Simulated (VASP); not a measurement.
Set up this calculation in VASP 6.6.1, as the native input.

```yaml
Task: single point
Functional: PBEsol
Potentials_or_basis: VASP PAW PBE potentials, release 64 (Zn, Se)
Cutoff: 520 eV
k_mesh: 5 × 5 × 5
Occupations: gaussian, width 0.01 eV
Spin: no spin polarisation
Dipole_correction: no
Further_INCAR_settings: ALGO = Normal; EDIFF = 1e-06; NBANDS = 16
```

The structure of ZnSe (Stilleite) lies in POSCAR:

```
ZnSe
1.0
    0.0000000000      2.8338000000      2.8338000000
    2.8338000000      0.0000000000      2.8338000000
    2.8338000000      2.8338000000      0.0000000000
Zn Se
1 1
Direct
    0.0000000000      0.0000000000      0.0000000000
    0.2500000000      0.2500000000      0.2500000000
```

One way to write it, as run:

INCAR

```
SYSTEM = ZnSe
  ALGO = Normal
  EDIFF = 1E-6
  ENCUT = 520
  GGA = PS
  ISIF = 2
  ISMEAR = 0
  LASPH = .True.
  LCHARG = .False.
  LREAL = .False.
  LWAVE = .False.
  NBANDS = 16
  NELM = 80
  PREC = Accurate
  SIGMA = 0.01
```

KPOINTS

```
k-points
0
Gamma
  5 5 5
  0 0 0
```

Potentials or basis: VASP PAW PBE potentials, release 64 (Zn, Se).

Command:

```console
$ cat potpaw_PBE.64/Zn/POTCAR potpaw_PBE.64/Se/POTCAR > POTCAR
$ mpirun -np 1 vasp_std > vasp.out
```

Results of the run:

```
Pressure               : -0.8 GPa
Band gap on the k mesh : 1.17 eV, direct
```

Caveat: the PAW data sets were made with another functional, which shifts forces and pressure a little.

Wall time 20 s on 1 thread of AMD EPYC 7R13, with other jobs on the host, peak memory 0.13 GiB.
